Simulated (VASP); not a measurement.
# Ti2B3 (P4mm) in VASP: a series of runs, part 3 of 3

VASP 6.6.1. The steps go on from the part before.

## (6) Relaxation of cell and atoms, PBE

This run uses another cell than the first one, of 10.32 Å³/atom.

Input file INCAR:

```
PREC     = Accurate       # precision mode
ENCUT    = 600            # plane-wave cutoff, eV
EDIFF    = 1E-6           # SCF threshold, eV
ISMEAR   = 0              # smearing method
SIGMA    = 0.1            # smearing width, eV
LREAL    = False          # projectors in reciprocal space
LASPH    = True           # aspherical terms in the spheres
NELM     = 100            # most SCF steps
ALGO     = Normal         # electronic algorithm
ISIF     = 3              # what is computed and relaxed
LWAVE    = False          # write WAVECAR
LCHARG   = False          # write CHGCAR
GGA      = PE             # functional
IBRION   = 2              # ionic algorithm
NSW      = 100            # ionic steps
EDIFFG   = -0.01          # ionic threshold
```

Input file KPOINTS:

```
regular mesh
0
Gamma
  12 12 6
```

Input file POSCAR:

```
Ti2B3
1.0
    2.9654739643      0.0000000000      0.0000000000
    0.0000000000      2.9654739643      0.0000000000
    0.0000000000      0.0000000000      5.8667102579
Ti B
2 3
Direct
    0.0000000000      0.0000000000      0.7070160467
    0.5000000000      0.5000000000      0.3501186749
    0.5000000000      0.0000000000      0.0175569976
    0.0000000000      0.5000000000      0.0175569976
    0.0000000000      0.0000000000      0.1777512032
```

Potentials or basis: VASP PAW PBE potentials, release 64 (Ti_sv, B).

On the command line:

```bash
$ cat potpaw_PBE.64/Ti_sv/POTCAR potpaw_PBE.64/B/POTCAR > POTCAR
$ mpirun -np 1 vasp_std > vasp.out
```

OUTCAR:

```text
PREC = Accurate
   ENCUT = 600
   EDIFF = 1E-6
   ISMEAR = 0
   LREAL = False
   LASPH = True
   NELM = 100
   ISIF = 3
   GGA = PE
   IBRION = 2
   NSW = 100
   EDIFFG = -0.01

 ion  position               nearest neighbor table
   1  0.000  0.000  0.707-   3 2.35   4 2.35   4 2.35   3 2.35
   2  0.500  0.500  0.350-   5 2.33   5 2.33   5 2.33   5 2.33   4 2.45   4 2.45   3 2.45   3 2.45

   3  0.500  0.000  0.018-   5 1.76   5 1.76   4 2.10   4 2.10   4 2.10   4 2.10   1 2.35   1 2.35
                             2 2.45   2 2.45
   4  0.000  0.500  0.018-   5 1.76   5 1.76   3 2.10   3 2.10   3 2.10   3 2.10   1 2.35   1 2.35
                             2 2.45   2 2.45
   5  0.000  0.000  0.178-   3 1.76   4 1.76   4 1.76   3 1.76   2 2.33   2 2.33   2 2.33   2 2.33

  LATTYP: Found a simple tetragonal cell.
 ALAT       =     2.9654739643
 C/A-ratio  =     1.9783381438

  Lattice vectors:

 A1 = (   2.9654739643,   0.0000000000,   0.0000000000)
 A2 = (   0.0000000000,   2.9654739643,   0.0000000000)
 A3 = (   0.0000000000,   0.0000000000,   5.8667102579)

Analysis of symmetry for initial positions (statically):
=====================================================================
 Subroutine PRICEL returns:
 Original cell was already a primitive cell.

 Routine SETGRP: Setting up the symmetry group for a
 simple tetragonal supercell.

 Subroutine GETGRP returns: Found  8 space group operations
 (whereof  8 operations were pure point group operations)
 out of a pool of 16 trial point group operations.

The static configuration has the point symmetry C_4v.

Analysis of symmetry for dynamics (positions and initial velocities):
=====================================================================
 Subroutine PRICEL returns:
 Original cell was already a primitive cell.

 Routine SETGRP: Setting up the symmetry group for a
 simple tetragonal supercell.

 Subroutine GETGRP returns: Found  8 space group operations
 (whereof  8 operations were pure point group operations)
 out of a pool of 16 trial point group operations.

The dynamic configuration has the point symmetry C_4v.

 Subroutine INISYM returns: Found  8 space group operations
 (whereof  8 operations are pure point group operations),
 and found     1 'primitive' translations

----------------------------------------------------------------------------------------

                                     Primitive cell

  volume of cell :      51.5921

  direct lattice vectors                    reciprocal lattice vectors
     2.965473964  0.000000000  0.000000000     0.337214223  0.000000000  0.000000000
     0.000000000  2.965473964  0.000000000     0.000000000  0.337214223  0.000000000
     0.000000000  0.000000000  5.866710258     0.000000000  0.000000000  0.170453279

  length of vectors
     2.965473964  2.965473964  5.866710258     0.337214223  0.337214223  0.170453279

  position of ions in fractional coordinates (direct lattice)
     0.000000000  0.000000000  0.707016047
     0.500000000  0.500000000  0.350118675
     0.500000000  0.000000000  0.017556998
     0.000000000  0.500000000  0.017556998
[... 37 lines left out ...]
            Coordinates               Weight
  0.000000  0.000000  0.000000      1.000000
  0.083333  0.000000  0.000000      4.000000
  0.166667  0.000000  0.000000      4.000000
  0.250000  0.000000  0.000000      4.000000
  0.333333  0.000000  0.000000      4.000000
  0.416667  0.000000  0.000000      4.000000
[... 16 lines left out ...]
  0.333333  0.333333  0.000000      4.000000
  0.416667  0.333333  0.000000      8.000000
 [... further k-points ...]
   k-points           NKPTS =    112   k-points in BZ     NKDIM =    112   number of bands    NBANDS=     20
   number of dos      NEDOS =    301   number of ions     NIONS =      5
   total plane-waves  NPLWV =  27648
   dimension x,y,z NGX =    24 NGY =   24 NGZ =   48
   dimension x,y,z NGXF=    48 NGYF=   48 NGZF=   96
   ions per type =               2   3
   NGX,Y,Z   is equivalent  to a cutoff of  13.45, 13.45, 13.60 a.u.
   NGXF,Y,Z  is equivalent  to a cutoff of  26.91, 26.91, 27.20 a.u.
 SYSTEM =  unknown system
   PREC   = accura    normal or accurate (medium, high low for compatibility)
   ISTART =      0    job   : 0-new  1-cont  2-samecut
   ICHARG =      2    charge: 1-file 2-atom 10-const
   ISPIN  =      1    spin polarized calculation?
   LNONCOLLINEAR =      F non collinear calculations
   LSORBIT =      F    spin-orbit coupling
   LASPH  =      T    aspherical Exc in radial PAW
   ENCUT  =  600.0 eV  44.10 Ry    6.64 a.u.   5.92  5.92 11.72*2*pi/ulx,y,z
   NELM   =    100;   NELMIN=  2; NELMDL= -5     # of ELM steps
   EDIFF  = 0.1E-05   stopping-criterion for ELM
   LREAL  =      F    real-space projection
   EDIFFG = -.1E-01   stopping-criterion for IOM
   NSW    =    100    number of steps for IOM
   IBRION =      2    ionic relax: 0-MD 1-quasi-New 2-CG
   NFREE  =      1    steps in history (QN), initial steepest desc. (CG)
   ISIF   =      3    stress and relaxation
   ISYM   =      2    0-nonsym 1-usesym 2-fastsym
   POTIM  = 0.5000    time-step for ionic-motion
   TEBEG  =    0.0;   TEEND  =   0.0 temperature during run
   PSTRESS=    0.0 pullay stress
   NELECT =      33.0000    total number of electrons
   NUPDOWN=      -1.0000    fix difference up-down
   EMIN   =  10.00;   EMAX   =-10.00  energy-range for DOS
   EFERMI =   0.00;   METHOD = LEGACY
   ISMEAR =     0;   SIGMA  =   0.10  broadening in eV -4-tet -1-fermi 0-gaus
   EFERMI_NEDOS =   21; number of points for ismear=-14 and -15
   IALGO  =     38    algorithm
   IMIX   =      4    mixing-type and parameters
     AMIX     =   0.40;   BMIX     =  1.00
     AMIX_MAG =   1.60;   BMIX_MAG =  1.00
  volume/ion in A,a.u.               =      10.32        69.63
  Fermi-wavevector in a.u.,A,eV,Ry     =   1.410539  2.665533 27.070438  1.989621
  Thomas-Fermi vector in A             =   2.532483
   LORBIT       =      0    0 simple, 1 ext, 2 COOP (PROOUT), +10 PAW based schemes
   GGA     = PE    functional components
   LHFCALC =     F    Hartree Fock is set to
   AEXX    =    0.0000 exact exchange contribution
   IVDW    =     0    specifies the selected vdW correction
   LEPSILON=     F    determine dielectric tensor
   LRPA    =     F    only Hartree local field effects (RPA)
 conjugate gradient relaxation of ions
 non-spin polarized calculation
 Gauss-broadening in eV      SIGMA  =   0.10
  energy-cutoff  :      600.00
  volume of cell :       51.59
 maximum number of plane-waves:      1760
 NGX is ok and might be reduce to    24
   NGX = 11   NGY = 11   NGZ = 23

--------------------------------------- Ionic step        1  -------------------------------------------

 number of electron      32.9999990 magnetization

 Free energy of the ion-electron system (eV)
  ---------------------------------------------------
  ext. energy  EPLUGINS =         0.00000000
  ---------------------------------------------------
  free energy    TOTEN  =       -36.51165180 eV

  energy without entropy =      -36.49533931  energy(sigma->0) =      -36.50349556

------------------------ aborting loop because EDIFF is reached ----------------------------------------

  FORCE on cell =-STRESS in cart. coord.  units (eV):
  Direction    XX          YY          ZZ          XY          YZ          ZX
  --------------------------------------------------------------------------------------
  -------------------------------------------------------------------------------------
  Total       -0.1617038     -0.1617038      0.3265290      0.0000000      0.0000000      0.0000000
  in kB       -5.0216664     -5.0216664     10.1402696      0.0000000      0.0000000      0.0000000
  external PRESSURE =       0.0323123 kB  Pullay stress =       0.0000000 kB
[... 182 lines left out ...]
--------------------------------------- Ionic step        6  -------------------------------------------

 number of electron      32.9999992 magnetization

 Free energy of the ion-electron system (eV)
  ---------------------------------------------------
  ext. energy  EPLUGINS =         0.00000000
  ---------------------------------------------------
  free energy    TOTEN  =       -36.51344407 eV

  energy without entropy =      -36.49760445  energy(sigma->0) =      -36.50552426

 E-fermi :   8.5108     XC(G=0): -12.0648

 val. band max:        8.4964877797   @ k =   0.5000   0.0833   0.1667
 cond. band min:       8.5125599482   @ k =   0.4167   0.0833   0.1667
 fundamental gap:      0.0160721685
 Fermi energy:         8.5108000801

 k-point     1 :       0.0000    0.0000    0.0000
  band No.  band energies     occupation
      1     -48.1166      2.00000
      2     -48.0296      2.00000
      3     -24.5702      2.00000
      4     -24.2943      2.00000
      5     -24.2276      2.00000
      6     -24.2276      2.00000
[... 541 lines left out ...]
     19      10.3824      0.00000
     20      10.7389      0.00000

 [... further k-points ...]
[... 5 lines left out ...]
  --------------------------------------------------------------------------------------
  -------------------------------------------------------------------------------------
  Total        0.0310574      0.0310574      0.0337389      0.0000000      0.0000000     -0.0000000
  in kB        0.9648974      0.9648974      1.0482070      0.0000000      0.0000000     -0.0000000
  external PRESSURE =       0.9926672 kB  Pullay stress =       0.0000000 kB
[... 20 lines left out ...]
  FREE ENERGIE OF THE ION-ELECTRON SYSTEM (eV)
  ---------------------------------------------------
  free  energy   TOTEN  =       -36.5134440737 eV

  energy  without entropy=      -36.4976044516  energy(sigma->0) =      -36.50552426

 reached required accuracy - stopping structural energy minimisation
```

Wall time 3.2 min (1 thread of Intel Xeon 6975P-C (Granite Rapids), shared host); peak memory 0.27 GiB.

What came out:

```yaml
Free_energy: -36.5134 eV
Relaxed_volume: 10.31 Å³/atom
Relaxed_cell: a = 2.958 Å, b = 2.958 Å, c = 5.896 Å, α = 90.00°, β = 90.00°, γ = 90.00°
Space_group_after_relaxing_to_0.1_Å: P4mm (No. 99)
Energy_gained_by_relaxing: 0.4 meV/atom
Ionic_steps: 6
Pressure_after_relaxing: 0.1 GPa
Largest_force_after_relaxing: 0.006 eV/Å
Band_gap_on_the_k_mesh: zero (an odd number of electrons rules out a gap without spin polarisation)
```

Forces in eV/Å, atoms in the order of the input:
```
Ti   0.000  0.000  0.006
Ti   0.000  0.000 -0.005
B    0.000  0.000  0.003
B    0.000  0.000  0.003
B    0.000  0.000 -0.006
```

The path:
```tsv
step	energy change (eV)	largest force (eV/Å)	pressure (GPa)	volume (Å³)
1	0.0000	0.1055	0.00	51.59
2	-0.0015	0.0360	-0.10	51.59
3	-0.0016	0.0468	-0.14	51.59
4	-0.0017	0.0232	0.18	51.52
5	-0.0017	0.0241	0.18	51.52
6	-0.0018	0.0063	0.10	51.57
```

Final structure:
```cif
data_structure
_symmetry_space_group_name_H-M 'P 1'
_symmetry_Int_Tables_number 1
_cell_length_a 2.9576
_cell_length_b 2.9576
_cell_length_c 5.8956
_cell_angle_alpha 90.000
_cell_angle_beta 90.000
_cell_angle_gamma 90.000
_cell_volume 51.57
loop_
_atom_site_label
_atom_site_type_symbol
_atom_site_fract_x
_atom_site_fract_y
_atom_site_fract_z
_atom_site_occupancy
Ti1 Ti 0.00000 0.00000 0.70723 1
Ti2 Ti 0.50000 0.50000 0.35116 1
B1 B 0.50000 0.00000 0.01755 1
B2 B 0.00000 0.50000 0.01755 1
B3 B 0.00000 0.00000 0.17650 1
```

## (7) The runs side by side

| task | cell | k mesh | cutoff (eV) | gap on the mesh (eV) | pressure (GPa) | relaxed volume (Å³/atom) | largest force (eV/Å) |
| --- | --- | --- | --- | --- | --- | --- | --- |
| single point | a = 3.172, b = 3.172, c = 4.672 Å, 5 atoms, atomic positions A | 6 × 6 × 4 | 520 | none | 36.1 | - | 4.04 |
| single point | a = 2.965, b = 2.965, c = 5.867 Å, 5 atoms, atomic positions B | 6 × 6 × 4 | 520 | none | 0.1 | - | 0.02 |
| single point | a = 2.958, b = 2.958, c = 5.900 Å, 5 atoms, atomic positions C | 12 × 12 × 6 | 520 | none | 0.0 | - | 0.03 |
| relaxation of cell and atoms | relaxed from a = 3.172, b = 3.172, c = 4.672 Å, 5 atoms, atomic positions A | 6 × 6 × 4 | 600 | none | -0.1 | 10.32 | 0.02 |
| relaxation of cell and atoms | relaxed from a = 2.965, b = 2.965, c = 5.867 Å, 5 atoms, atomic positions B | 12 × 12 × 6 | 600 | none | 0.1 | 10.31 | 0.01 |

Alike in all rows: level PBE; potentials or basis VASP PAW PBE potentials, release 64 (Ti_sv, B); no spin polarisation; smearing gaussian 0.1 eV.

Caveats: the cell stands under pressure (at least some runs); forces of over 1 eV/Å act on the atoms, so gaps and moduli don't describe the material at rest (at least some runs); a cell axis changed by over 15 % at a fixed basis, so the end point is rough (at least some runs).

Absolute energies hang on the potentials; compare differences alone.
